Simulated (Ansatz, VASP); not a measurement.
## AlN: VASP beside Ansatz

Contents of INCAR:

```
SYSTEM = AlN
  PREC = Accurate
  ENCUT = 520
  EDIFF = 1E-7
  ISMEAR = 0
  SIGMA = 0.05
  LREAL = .FALSE.
  LASPH = .TRUE.
  NELM = 80
  ALGO = Normal
  ISIF = 2
  LWAVE = .FALSE.
  LCHARG = .FALSE.
  GGA = PS
  NBANDS = 16
```

The input KPOINTS:

```
Automatic mesh
0
G
  9 9 6
  0 0 0
```

The input POSCAR:

```
AlN
1.0
    3.3276318631      0.0000000000      0.0000000000
   -1.6638159316      2.8818137278      0.0000000000
    0.0000000000      0.0000000000      4.1728473178
Al N
2 2
Direct
    0.3333333333      0.6666666667      0.7500000000
    0.6666666667      0.3333333333      0.2500000000
    0.3333333333      0.6666666667      0.2500000000
    0.6666666667      0.3333333333      0.7500000000
```

Input for Ansatz:

```yaml
crystal:
  lattice:
    - [3.3276318631, 0.0, 0.0]
    - [-1.6638159316, 2.8818137278, 0.0]
    - [0.0, 0.0, 4.1728473178]
  atoms:
    - { symbol: Al, position: [0.3333333333, 0.6666666667, 0.75] }
    - { symbol: Al, position: [0.6666666667, 0.3333333333, 0.25] }
    - { symbol: "N", position: [0.3333333333, 0.6666666667, 0.25] }
    - { symbol: "N", position: [0.6666666667, 0.3333333333, 0.75] }
basis:
  ecutwfc: 520.0
kpoints:
  mp_grid: { grid: [9, 9, 6] }
hamiltonian:
  xc: pbesol
  pseudopotentials: { kind: paw, azcp: { folder: soft_1 } }
scf:
  occupations: { method: gaussian, width: 0.05 }
output:
  forces: true
  stress: true
  eigenvalues: true
```

Alike in both runs: task single point; functional PBEsol; k mesh 9 × 9 × 6; occupations gaussian, width 0.05 eV; no spin polarisation.

```csv
,VASP,Ansatz
version,VASP 6.6.1,Ansatz 0.2.0
potentials or method,"VASP PAW PBE potentials, release 64 (Al, N), cutoff 520 eV","scalar-relativistic, plane waves, PAW"
valence electrons in the cell,16,16
```

|  | VASP | Ansatz | Ansatz less VASP |
| --- | --- | --- | --- |
| gap on the k mesh at the Fermi level (eV) | 3.17 | 3.15 | -0.012 |
| least direct gap on the mesh (eV) | 3.17 | 3.15 | -0.012 |
| pressure (GPa) | -4.9 | -4.9 | +0.02 |
| traceless stress, the component that is largest in VASP (GPa) | 0.53 | 0.53 | +0.002 |

VASP's potentials were made for PBE, not for PBEsol, and Ansatz warns of the same on its side. With one functional, cell and mesh, what is left measures potentials, basis and numerics.
